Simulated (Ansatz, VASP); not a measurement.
# One calculation of BN, two programs

```
CELL_PARAMETERS angstrom
0.02177 1.83108 1.80266
1.85334 0.02508 1.79935
1.84597 1.82040 0.03244
ATOMIC_POSITIONS crystal
B 0.04360 0.95911 0.97106
N 0.24207 0.28476 0.23367
```

Alike in both runs: task single point; functional PBEsol; k mesh 6 × 6 × 6; no spin polarisation.

|  | VASP | Ansatz |
| --- | --- | --- |
| version | VASP 6.6.1 | Ansatz 0.2.0 |
| potentials or method | VASP PAW PBE potentials, release 64 (B, N), cutoff 520 eV | plane waves, PAW |
| occupations | gaussian, width 0.01 eV | fixed |
| valence electrons in the cell | 8 | 8 |

|  | VASP | Ansatz | Ansatz less VASP |
| --- | --- | --- | --- |
| pressure (GPa) | 7.7 | 7.3 | -0.45 |
| traceless stress, the component that is largest in VASP (GPa) | -15.56 | -15.12 | +0.444 |
| rms of the force components (eV/Å) | 2.976 | 2.964 | -0.0122 |

VASP's potentials were made for PBE, not for PBEsol. Atom by atom the forces differ by 0.013 eV/Å (rms over components). Ansatz's warnings: stress scf threshold loose.

The k mesh is coarse, so the values compare programs but aren't converged.
